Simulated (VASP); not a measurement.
Input of a VASP 6.6.1 run:

File INCAR:

```
SYSTEM = Ta8HN8
PREC     = Accurate       ! precision mode
ENCUT    = 520            ! plane-wave cutoff, eV
EDIFF    = 1E-6           ! SCF threshold, eV
ISMEAR   = -1             ! smearing method
SIGMA    = 0.1            ! smearing width, eV
LREAL    = .FALSE.        ! projectors in reciprocal space
LASPH    = .TRUE.         ! aspherical terms in the spheres
NELM     = 120            ! most SCF steps
ALGO     = Normal         ! electronic algorithm
ISIF     = 2              ! what is computed and relaxed
LWAVE    = .FALSE.        ! write WAVECAR
LCHARG   = .FALSE.        ! write CHGCAR
NBANDS   = 78             ! bands
GGA_COMPAT= .FALSE.
```

KPOINTS

```
Automatic mesh
0
G
  3 3 2
  0 0 0
```

Contents of POSCAR:

```
Ta8HN8
1.0
    5.8760000000      0.0000000000      0.0000000000
   -2.9380000000      5.0887660000      0.0000000000
    0.0000000000      0.0000000000      5.7660000000
Ta N H
8 8 1
Direct
    0.1666666667      0.3333333333      0.2500000000
    0.1666666667      0.3333333333      0.7500000000
    0.1666666667      0.8333333333      0.2500000000
    0.1666666667      0.8333333333      0.7500000000
    0.6666666667      0.3333333333      0.2500000000
    0.6666666667      0.3333333333      0.7500000000
    0.6666666667      0.8333333333      0.2500000000
    0.6666666667      0.8333333333      0.7500000000
    0.0000000000      0.0000000000      0.0000000000
    0.0000000000      0.0000000000      0.5000000000
    0.0000000000      0.5000000000      0.0000000000
    0.0000000000      0.5000000000      0.5000000000
    0.5000000000      0.0000000000      0.0000000000
    0.5000000000      0.0000000000      0.5000000000
    0.5000000000      0.5000000000      0.0000000000
    0.5000000000      0.5000000000      0.5000000000
    0.3125000000      0.1250000000      0.1250000000
```

Potentials or basis: VASP PAW LDA potentials, release 64 (Ta_pv, N, H).

Run with:

```bash
$ cat potpaw_LDA.64/Ta_pv/POTCAR potpaw_LDA.64/N/POTCAR potpaw_LDA.64/H/POTCAR > POTCAR
$ mpirun -np 1 vasp_std > vasp.out
```

(1) What does it give for the band gap on the k mesh?

(2) Predict the largest force.

## Answers

(1) zero (an odd number of electrons rules out a gap without spin polarisation).

(2) 3.374 eV/Å.

Caveat: the k points lie up to 0.54 Å⁻¹ apart, too coarse for converged energies and pressures of a metal; spin-orbit coupling is left out, which moves the levels of the heavy elements.
